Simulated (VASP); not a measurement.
Set up this calculation in VASP 6.6.1, as the native input.

```yaml
Task: single point
Functional: PBEsol
Potentials_or_basis: VASP PAW PBE potentials, release 64 (Y_sv)
Cutoff: 520 eV
k_mesh: 15 × 15 × 8
Occupations: gaussian, width 0.15 eV
Spin: no spin polarisation
Dipole_correction: no
Further_INCAR_settings: ALGO = Normal; EDIFF = 1e-06; NBANDS = 18
```

The structure of Y lies in POSCAR:

```
Y
1.0
    3.3593792981      0.0000000000      0.0000000000
   -1.6796896490      2.9093078131      0.0000000000
    0.0000000000      0.0000000000      5.2876080000
Y
2
Direct
    0.3333333333      0.6666666667      0.2500000000
    0.6666666667      0.3333333333      0.7500000000
```

This cell differs from its parent crystal: strain -0.080 along x and y, -0.080 along z.

One way to write it, as run:

INCAR

```
SYSTEM = Y
  ALGO = Normal
  EDIFF = 1E-6
  ENCUT = 520
  GGA = PS
  ISIF = 2
  ISMEAR = 0
  LASPH = .True.
  LCHARG = .False.
  LREAL = .False.
  LWAVE = .False.
  NBANDS = 18
  NELM = 60
  PREC = Accurate
  SIGMA = 0.15
```

KPOINTS

```
k-points
0
Gamma
  15 15 8
  0 0 0
```

Potentials or basis: VASP PAW PBE potentials, release 64 (Y_sv).

The run is started by

```bash
$ cat potpaw_PBE.64/Y_sv/POTCAR > POTCAR
$ mpirun -np 1 vasp_std > vasp.out
```

Results of the run:

```
Pressure               : 10.4 GPa
Band gap on the k mesh : zero (bands 11 and 12 overlap by 2.31 eV)
```

Caveat: the cell differs from its parent crystal (strain -0.080 along x and y, -0.080 along z); the cell stands under pressure; the PAW data sets were made with another functional, which shifts forces and pressure a little.

It took 68 s on 1 thread of Intel(R) Xeon(R) Platinum 8559C (Emerald Rapids), on a shared host, peak memory 0.27 GiB.
